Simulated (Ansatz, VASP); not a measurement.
**Rh in VASP and in Ansatz**

```
Rh
1.0
     2.68397    0.00000    0.00000
    -1.34198    2.32438    0.00000
     0.00000    0.00000    4.38290
Rh
2
Direct
  0.00000 0.00000 0.00000
  0.33333 0.66667 0.50000
```

Alike in both runs: task relaxation of cell and atoms; functional PBE; k mesh 12 × 12 × 4; occupations gaussian, width 0.1 eV; no spin polarisation.

```csv
,VASP,Ansatz
version,VASP 6.6.1,Ansatz 0.2.0
potentials or method,"VASP PAW PBE potentials, release 64 (Rh_pv), cutoff 600 eV","scalar-relativistic, plane waves, PAW"
valence electrons in the cell,30,34
```

|  | VASP | Ansatz | Ansatz less VASP |
| --- | --- | --- | --- |
| gap on the k mesh at the Fermi level, each at its own relaxed structure (eV) | none | none | - |
| relaxed volume (Å³/atom) | 14.06 | 14.09 | +0.038 |
| relaxed cell length with the largest relative difference (Å) | 4.391 | 4.398 | +0.0071 |

A gap of «none» marks a metal or a gap that the smearing closes. VASP's potentials hold 30 valence electrons a cell and Ansatz's 34, so a difference there can come from the potentials and not from the codes.
